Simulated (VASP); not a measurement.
Write the native input for VASP 6.6.1 that does the following.

* Task: single point
* Functional: PBE
* Potentials or basis: VASP PAW PBE potentials, release 64 (Mg, Cd, S)
* Cutoff: 520 eV
* k mesh: 6 × 6 × 6
* Occupations: gaussian, width 0.2 eV
* Spin: no spin polarisation
* Dipole correction: no
* Further INCAR settings: ALGO = Normal; EDIFF = 1e-06; NBANDS = 35

The structure of Mg2Cd3S2 lies in POSCAR:

```
Mg2Cd3S2
1.0
   -1.8180668413      1.8180668413     12.1117910527
    1.8180668413     -1.8180668413     12.1117910527
    1.8180668413      1.8180668413    -12.1117910527
Mg Cd S
2 3 2
Direct
    0.1994386211      0.1994386211      0.0000000000
    0.8005613789      0.8005613789      0.0000000000
    0.5662620375      0.5662620375      0.0000000000
    0.4337379625      0.4337379625      0.0000000000
    0.0000000000      0.0000000000      0.0000000000
    0.6930924035      0.6930924035      0.0000000000
    0.3069075965      0.3069075965      0.0000000000
```

One way to write it, as run:

INCAR

```
ALGO = Normal
EDIFF = 1E-6
ENCUT = 520
GGA = PE
ISIF = 2
ISMEAR = 0
LASPH = T
LCHARG = F
LREAL = F
LWAVE = F
NBANDS = 35
NELM = 100
PREC = Accurate
SIGMA = 0.2
```

KPOINTS

```
k-points
0
Gamma
  6 6 6
```

Potentials or basis: VASP PAW PBE potentials, release 64 (Mg, Cd, S).

Command:

```bash
$ cat potpaw_PBE.64/Mg/POTCAR potpaw_PBE.64/Cd/POTCAR potpaw_PBE.64/S/POTCAR > POTCAR
$ mpirun -np 1 vasp_std > vasp.out
```

It gave:

| Item | Value |
| --- | --- |
| Pressure | -0.1 GPa |
| Largest force | 0.057 eV/Å |
| Band gap on the k mesh | zero (band 26 reaches 4.02 eV, above the bottom of band 27 at 2.58 eV) |

Caveat: the k points lie up to 0.41 Å⁻¹ apart.

Run time: 28 min on 1 thread of Intel(R) Xeon(R) Platinum 8259CL CPU @ 2.50GHz (Skylake/Cascade Lake), on a shared host, peak memory 1.6 GiB.
